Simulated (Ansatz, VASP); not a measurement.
# NaF: VASP beside Ansatz

Contents of INCAR:

```
SYSTEM = NaF
PREC = Accurate ; ENCUT = 520
EDIFF = 1E-6 ; ISMEAR = 0
SIGMA = 0.05 ; LREAL = .False.
LASPH = .True. ; NELM = 60
ALGO = Normal ; ISIF = 2
LWAVE = .False. ; LCHARG = .False.
GGA = PE ; NBANDS = 14
```

Contents of KPOINTS:

```
regular mesh
0
Gamma
  8 8 8
  0 0 0
```

The input POSCAR:

```
NaF
1.0
    0.0000000000      2.3813825000      2.3813825000
    2.3813825000      0.0000000000      2.3813825000
    2.3813825000      2.3813825000      0.0000000000
Na F
1 1
Direct
    0.0000000000      0.0000000000      0.0000000000
    0.5000000000      0.5000000000      0.5000000000
```

Input for Ansatz:

```yaml
crystal:
  lattice:
    - [0.0, 2.3813825, 2.3813825]
    - [2.3813825, 0.0, 2.3813825]
    - [2.3813825, 2.3813825, 0.0]
  atoms:
    - { symbol: Na, position: [0.0, 0.0, 0.0] }
    - { symbol: F, position: [0.5, 0.5, 0.5] }
basis:
  ecutwfc: 420
kpoints:
  mp_grid: { grid: [8, 8, 8] }
hamiltonian:
  xc: pbe
scf:
  occupations: { method: gaussian, width: 0.05 }
output:
  forces: true
  stress: true
  eigenvalues: true
```

Change from the starting cell: strain +0.025 along x and y, +0.025 along z, atoms carried along.

Alike in both runs: task single point; functional PBE; k mesh 8 × 8 × 8; occupations gaussian, width 0.05 eV; no spin polarisation.

```csv
,VASP,Ansatz
version,VASP 6.6.1,Ansatz 0.2.0
potentials or method,"VASP PAW PBE potentials, release 64 (Na_pv, F), cutoff 520 eV","scalar-relativistic, plane waves, PAW"
valence electrons in the cell,14,16
```

```csv
,VASP,Ansatz,Ansatz less VASP
gap on the k mesh at the Fermi level (eV),5.88,5.89,+0.015
least direct gap on the mesh (eV),5.88,5.89,+0.015
pressure (GPa),-1.8,-1.6,+0.18
```

With one functional, cell and mesh, what is left measures potentials, basis and numerics. VASP's potentials hold 14 valence electrons a cell and Ansatz's 16, so a difference there can come from the potentials and not from the codes.
